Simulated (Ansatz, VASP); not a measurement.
**One calculation of Mn, two programs**

File INCAR:

```
PREC     = Accurate       # precision mode
ENCUT    = 520            # plane-wave cutoff, eV
EDIFF    = 1E-7           # SCF threshold, eV
ISMEAR   = -1             # smearing method
SIGMA    = 0.03           # smearing width, eV
LREAL    = F              # projectors in reciprocal space
LASPH    = T              # aspherical terms in the spheres
NELM     = 150            # most SCF steps
ALGO     = Normal         # electronic algorithm
ISIF     = 2              # what is computed and relaxed
LWAVE    = F              # write WAVECAR
LCHARG   = F              # write CHGCAR
ISPIN    = 2              # spin polarisation
MAGMOM   = 4              # initial moments
LORBIT   = 11             # projections on sites
LMAXMIX  = 4              # l up to which the mixer works
GGA      = PE             # functional
NBANDS   = 16             # bands
```

KPOINTS

```
Automatic mesh
0
Gamma
  20 20 20
```

Contents of POSCAR:

```
Mn
1.0
   -1.3744923044      1.3744923044      1.3744923044
    1.3744923044     -1.3744923044      1.3744923044
    1.3744923044      1.3744923044     -1.3744923044
Mn
1
Direct
    0.0000000000      0.0000000000      0.0000000000
```

Input for Ansatz:

```yaml
crystal:
  lattice:
    - [-1.3744923044, 1.3744923044, 1.3744923044]
    - [1.3744923044, -1.3744923044, 1.3744923044]
    - [1.3744923044, 1.3744923044, -1.3744923044]
  atoms:
    - { symbol: Mn, position: [0.0, 0.0, 0.0], spin: 4.0 }
magnetization:
  spin_polarized: true
kpoints:
  mp_grid: { grid: [20, 20, 20] }
scf:
  occupations: { method: fermi_dirac, width: 0.03 }
hamiltonian:
  xc: pbe
  pseudopotentials: { kind: all_electron, lapw: { basis_error: 0.0005 } }
output:
  forces: true
  stress: true
  eigenvalues: true
```

Change from the starting cell: volume scaled by 0.95.

Alike in both runs: task single point; functional PBE; k mesh 20 × 20 × 20; occupations fermi-dirac, width 0.03 eV; collinear spin.

|  | VASP | Ansatz |
| --- | --- | --- |
| version | VASP 6.6.1 | Ansatz 0.2.0 |
| potentials or method | VASP PAW PBE potentials, release 64 (Mn_pv), cutoff 520 eV | all-electron LAPW, scalar-relativistic |

|  | VASP | Ansatz | Ansatz less VASP |
| --- | --- | --- | --- |
| pressure (GPa) | 14.1 | 11.9 | -2.19 |
| net moment per atom (μB) | 0.71 | 0.39 | -0.324 |
| size of the moment on the site where the two differ most (μB) | 0.71 | 0.39 | -0.318 |

The net moments are unlike, so the other rows may belong to different states. Site moments also hang on the region over which each program counts them. Ansatz ran all-electron here, and VASP with PAW potentials. Ansatz's warnings: seeded moment not kept.
